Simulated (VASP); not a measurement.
# Ta2N (P1) in VASP: single point with PBEsol

Aim: the single point of Ta2N with PBEsol.

Everything below comes from runs of VASP 6.6.1. Logs are shortened: lines on timing, memory, paths and dates and some standing lists are left out, and cuts for length are marked.

## Step 1: The cell of the first run

The typed cell holds 3 atoms: a = 2.686 Å, b = 3.187 Å, c = 4.759 Å, α = 91.45°, β = 89.14°, γ = 114.73°.

## Step 2: Single point, PBEsol (atoms moved at random and the cell strained at random)

The input, INCAR:

```
ALGO = Normal
EDIFF = 1E-6
ENCUT = 520
GGA = PS
ISIF = 2
ISMEAR = 0
LASPH = True
LCHARG = False
LREAL = False
LWAVE = False
NBANDS = 20
NELM = 80
PREC = Accurate
SIGMA = 0.15
```

The input, KPOINTS:

```
k-points
0
Gamma
  12 12 8
```

The input, POSCAR:

```
Ta2N
1.0
    2.6862403415      0.0051797771      0.0213482906
   -1.3386343522      2.8918381219     -0.0394833594
    0.0334463008     -0.0521177627      4.7582358719
Ta N
2 1
Direct
    0.6774145943      0.2104656749      0.6857058420
    0.3110362283      0.8167030472      0.2768180337
    0.0115491773     -0.0271687221      0.0374761244
```

Potentials or basis: VASP PAW PBE potentials, release 64 (Ta_pv, N).

Started as:

```bash
> cat potpaw_PBE.64/Ta_pv/POTCAR potpaw_PBE.64/N/POTCAR > POTCAR
> mpirun -np 1 vasp_std > vasp.out
```

OUTCAR:

```text
EDIFF = 1E-6
   ENCUT = 520
   GGA = PS
   ISIF = 2
   ISMEAR = 0
   LASPH = True
   LREAL = False
   NELM = 80
   PREC = Accurate

 ion  position               nearest neighbor table
   1  0.677  0.210  0.686-   3 2.20   2 2.29   3 2.33   2 2.78   2 3.09   2 3.13   2 3.21   2 3.41

   2  0.311  0.817  0.277-   3 1.61   3 2.07   1 2.29   3 2.69   1 2.78   1 3.09   1 3.13   1 3.21
                             1 3.41
   3  0.012  0.973  0.037-   2 1.61   2 2.07   1 2.20   1 2.33   2 2.69

  LATTYP: Found a triclinic cell.
 ALAT       =     3.1868838366
 B/A-ratio  =     2.3754673781
 C/A-ratio  =     0.8429331918
 COS(alpha) =     0.0068006111
 COS(beta)  =     0.4183796455
 COS(gamma) =     0.7093678427

  Lattice vectors:

 A1 = (  -1.3386343522,   2.8918381219,  -0.0394833594)
 A2 = (  -0.0244746637,   5.8409737836,  -4.8158543001)
 A3 = (  -2.6862403415,  -0.0051797771,  -0.0213482906)

Analysis of symmetry for initial positions (statically):
=====================================================================
 Subroutine PRICEL returns:
 Original cell was already a primitive cell.

 Routine SETGRP: Setting up the symmetry group for a
 triclinic supercell.

 Subroutine GETGRP returns: Found  1 space group operations
 (whereof  1 operations were pure point group operations)
 out of a pool of  2 trial point group operations.

The static configuration has the point symmetry C_1 .

Analysis of symmetry for dynamics (positions and initial velocities):
=====================================================================
 Subroutine PRICEL returns:
 Original cell was already a primitive cell.

 Routine SETGRP: Setting up the symmetry group for a
 triclinic supercell.

 Subroutine GETGRP returns: Found  1 space group operations
 (whereof  1 operations were pure point group operations)
 out of a pool of  2 trial point group operations.

The dynamic configuration has the point symmetry C_1 .

 Subroutine INISYM returns: Found  1 space group operations
 (whereof  1 operations are pure point group operations),
 and found     1 'primitive' translations

----------------------------------------------------------------------------------------

[... 88 lines left out ...]
   ISPIN  =      1    spin polarized calculation?
   LNONCOLLINEAR =      F non collinear calculations
   LSORBIT =      F    spin-orbit coupling
   LASPH  =      T    aspherical Exc in radial PAW
   ENCUT  =  520.0 eV  38.22 Ry    6.18 a.u.   4.99  5.93  8.85*2*pi/ulx,y,z
   NELM   =     80;   NELMIN=  2; NELMDL= -5     # of ELM steps
   EDIFF  = 0.1E-05   stopping-criterion for ELM
   LREAL  =      F    real-space projection
   EDIFFG = 0.1E-04   stopping-criterion for IOM
   NSW    =      0    number of steps for IOM
   IBRION =     -1    ionic relax: 0-MD 1-quasi-New 2-CG
   NFREE  =      0    steps in history (QN), initial steepest desc. (CG)
   ISIF   =      2    stress and relaxation
   ISYM   =      2    0-nonsym 1-usesym 2-fastsym
   POTIM  = 0.5000    time-step for ionic-motion
   TEBEG  =    0.0;   TEEND  =   0.0 temperature during run
   PSTRESS=    0.0 pullay stress
   NELECT =      27.0000    total number of electrons
   NUPDOWN=      -1.0000    fix difference up-down
   EMIN   =  10.00;   EMAX   =-10.00  energy-range for DOS
   EFERMI =   0.00;   METHOD = LEGACY
   ISMEAR =     0;   SIGMA  =   0.15  broadening in eV -4-tet -1-fermi 0-gaus
   EFERMI_NEDOS =   21; number of points for ismear=-14 and -15
   IALGO  =     38    algorithm
   IMIX   =      4    mixing-type and parameters
     AMIX     =   0.40;   BMIX     =  1.00
     AMIX_MAG =   1.60;   BMIX_MAG =  1.00
  volume/ion in A,a.u.               =      12.33        83.21
  Fermi-wavevector in a.u.,A,eV,Ry     =   1.474017  2.785489 29.561744  2.172727
  Thomas-Fermi vector in A             =   2.588840
   LORBIT       =      0    0 simple, 1 ext, 2 COOP (PROOUT), +10 PAW based schemes
   GGA     = PS    functional components
   LHFCALC =     F    Hartree Fock is set to
   AEXX    =    0.0000 exact exchange contribution
   IVDW    =     0    specifies the selected vdW correction
   LEPSILON=     F    determine dielectric tensor
   LRPA    =     F    only Hartree local field effects (RPA)
 non-spin polarized calculation
 Gauss-broadening in eV      SIGMA  =   0.15
  energy-cutoff  :      520.00
  volume of cell :       36.99
 maximum number of plane-waves:      1011
   NGX =  9   NGY = 11   NGZ = 17

 number of electron      27.0000000 magnetization

 Free energy of the ion-electron system (eV)
  ---------------------------------------------------
  ext. energy  EPLUGINS =         0.00000000
  ---------------------------------------------------
  free energy    TOTEN  =       -30.52636931 eV

  energy without entropy =      -30.50688109  energy(sigma->0) =      -30.51662520

 E-fermi :   7.6061     XC(G=0): -13.3581

 val. band max:        7.6013818504   @ k =   0.4167  -0.0833   0.2500
 cond. band min:       7.6074651817   @ k =   0.4167  -0.2500   0.2500
 fundamental gap:      0.0060833314
 Fermi energy:         7.6061101232

 k-point     1 :       0.0000    0.0000    0.0000
  band No.  band energies     occupation
      1     -28.3234      2.00000
      2     -26.6671      2.00000
      3     -26.4477      2.00000
      4     -25.8928      2.00000
      5     -25.7907      2.00000
      6     -25.4045      2.00000
[... 541 lines left out ...]
     19      12.9856      0.00000
     20      13.6616      0.00000

 [... further k-points ...]

------------------------ aborting loop because EDIFF is reached ----------------------------------------

  FORCE on cell =-STRESS in cart. coord.  units (eV):
  Direction    XX          YY          ZZ          XY          YZ          ZX
  --------------------------------------------------------------------------------------
  -------------------------------------------------------------------------------------
  Total       25.7520469      5.7339620     29.7961544     -2.6081227     -0.1486103     14.8069468
  in kB     1115.4286117    248.3618222   1290.5957813   -112.9686788     -6.4369338    641.3506545
  external PRESSURE =     884.7954051 kB  Pullay stress =       0.0000000 kB

 VOLUME and BASIS-vectors are now :
 -----------------------------------------------------------------------------
  energy-cutoff  :      520.00
  volume of cell :       36.99
      direct lattice vectors                 reciprocal lattice vectors
     2.686240342  0.005179777  0.021348291     0.371941326  0.172162010 -0.000728708
    -1.338634352  2.891838122 -0.039483359    -0.000696390  0.345530203  0.003789546
     0.033446301 -0.052117763  4.758235872    -0.001674530  0.002094753  0.210196637

 POSITION                                       TOTAL-FORCE (eV/Angst)
 -----------------------------------------------------------------------------------
      1.56090      0.57640      3.26890         0.679095      2.860147      8.360271
     -0.24849      2.34896      1.29156         9.844665     -8.167216      5.930547
     -1.26999      2.81138      0.14016       -10.523760      5.307069    -14.290818
 -----------------------------------------------------------------------------------
    total drift:                               -0.000076     -0.000064     -0.000259

  FREE ENERGIE OF THE ION-ELECTRON SYSTEM (eV)
  ---------------------------------------------------
  free  energy   TOTEN  =       -30.5263693133 eV

  energy  without entropy=      -30.5068810851  energy(sigma->0) =      -30.51662520
```

OSZICAR:

```text
N       E                     dE             d eps       ncg     rms          rms(c)
DAV:   1     0.223196193012E+03    0.22320E+03   -0.14898E+04 23200   0.140E+03
DAV:   2    -0.242802068854E+02   -0.24748E+03   -0.24096E+03 26036   0.409E+02
DAV:   3    -0.335638394118E+02   -0.92836E+01   -0.91261E+01 29412   0.748E+01
DAV:   4    -0.336644561384E+02   -0.10062E+00   -0.10018E+00 26832   0.755E+00
DAV:   5    -0.336654836207E+02   -0.10275E-02   -0.10271E-02 28344   0.680E-01    0.394E+01
DAV:   6    -0.309523517651E+02    0.27131E+01   -0.15497E+01 28816   0.274E+01    0.195E+01
DAV:   7    -0.306333754880E+02    0.31898E+00   -0.30519E+00 27424   0.151E+01    0.980E+00
DAV:   8    -0.305369920154E+02    0.96383E-01   -0.51857E-01 27296   0.779E+00    0.163E+00
DAV:   9    -0.305279591454E+02    0.90329E-02   -0.83264E-02 27772   0.296E+00    0.470E-01
DAV:  10    -0.305264597432E+02    0.14994E-02   -0.10313E-02 25936   0.974E-01    0.211E-01
DAV:  11    -0.305263931710E+02    0.66572E-04   -0.13026E-03 27840   0.321E-01    0.616E-02
DAV:  12    -0.305263688294E+02    0.24342E-04   -0.14891E-04 27324   0.976E-02    0.110E-02
DAV:  13    -0.305263693133E+02   -0.48390E-06   -0.72424E-06 25764   0.236E-02
   1 F= -.30526369E+02 E0= -.30516625E+02  d E =-.194882E-01
```

It took 2.6 min on 1 thread of Intel Xeon 6975P-C (Granite Rapids), shared host; peak memory 0.46 GiB.

What came out:

* Free energy: -30.5264 eV
* Pressure: 88.5 GPa
* Largest force: 18.524 eV/Å
* Band gap on the k mesh: zero (an odd number of electrons rules out a gap without spin polarisation)

Forces in eV/Å, atoms in the order of the input:
```
Ta    0.679   2.860   8.360
Ta    9.845  -8.167   5.931
N   -10.524   5.307 -14.291
```

Stress tensor (GPa, compression positive):
```
111.54 -11.30  64.14
-11.30  24.84  -0.64
 64.14  -0.64 129.06
```

Caveat: the cell differs from its parent crystal (atoms moved at random and the cell strained at random); the cell stands under pressure; the PAW data sets were made with another functional, which shifts forces and pressure a little; spin-orbit coupling is left out, which moves the levels of the heavy elements.
